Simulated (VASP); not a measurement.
Here is a VASP 6.6.1 calculation.

INCAR

```
SYSTEM = Al
ALGO = Normal
EDIFF = 1E-6
ENCUT = 520
GGA = PS
ISIF = 2
ISMEAR = -1
LASPH = .True.
LCHARG = .False.
LREAL = .False.
LWAVE = .False.
NBANDS = 10
NELM = 100
PREC = Accurate
SIGMA = 0.05
```

The input KPOINTS:

```
k-points
0
Gamma
  17 17 9
  0 0 0
```

POSCAR

```
Al
1.0
    2.8501254428      0.0000000000      0.0000000000
   -1.4250627214      2.4682810374      0.0000000000
    0.0000000000      0.0000000000      4.6366134412
Al
2
Direct
    0.3333333333      0.6666666667      0.2500000000
    0.6666666667      0.3333333333      0.7500000000
```

Potentials or basis: VASP PAW PBE potentials, release 64 (Al).

Run with:

```bash
$ cat potpaw_PBE.64/Al/POTCAR > POTCAR
$ mpirun -np 1 vasp_std > vasp.out
```

Problem. Predict the band gap on the k mesh.

Solution. Zero (band 3 reaches 11.52 eV, above the bottom of band 4 at 5.11 eV).

Problem. What does it give for the pressure?

Solution. 0.1 GPa.

Caveat: the PAW data sets were made with another functional, which shifts forces and pressure a little.
